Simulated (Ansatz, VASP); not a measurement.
## One calculation of Ge8Mo3W, two programs

```xyz
12
Lattice="2.5283 -4.4112 0.0000 2.5283 4.4112 0.0000 0.0000 0.0000 10.1130" Properties=species:S:1:pos:R:3 pbc="T T T"
Ge    2.5283   -1.4707    0.0000
Ge    2.5283    2.9405    7.5848
Ge    2.5283   -1.4707    5.0565
Ge    2.5283    2.9405    2.5283
Ge    2.5283    1.4707    0.0000
Ge    2.5283   -2.9405    7.5848
Ge    2.5283    1.4707    5.0565
Ge    2.5283   -2.9405    2.5283
Mo    0.0000    0.0000    0.0000
Mo    2.5283    0.0000    7.5848
Mo    2.5283    0.0000    2.5283
W     0.0000    0.0000    5.0565
```

Alike in both runs: task single point; functional PBE; k mesh 4 × 4 × 2; occupations gaussian, width 0.1 eV; no spin polarisation.

|  | VASP | Ansatz |
| --- | --- | --- |
| version | VASP 6.6.1 | Ansatz 0.2.0 |
| potentials or method | VASP PAW PBE potentials, release 64 (Ge_d, Mo_sv, W_sv), cutoff 520 eV | scalar-relativistic, plane waves, PAW |
| valence electrons in the cell | 168 | 168 |

|  | VASP | Ansatz | Ansatz less VASP |
| --- | --- | --- | --- |
| gap on the k mesh at the Fermi level (eV) | none | none | - |
| pressure (GPa) | -20.7 | -20.8 | -0.10 |
| traceless stress, the component that is largest in VASP (GPa) | -1.42 | -1.43 | -0.005 |
| rms of the force components (eV/Å) | 0.363 | 0.364 | +0.0005 |

Atom by atom the forces differ by 0.000 eV/Å (rms over components). A gap of «none» marks a metal or a gap that the smearing closes.

Neither program's run includes spin-orbit coupling.
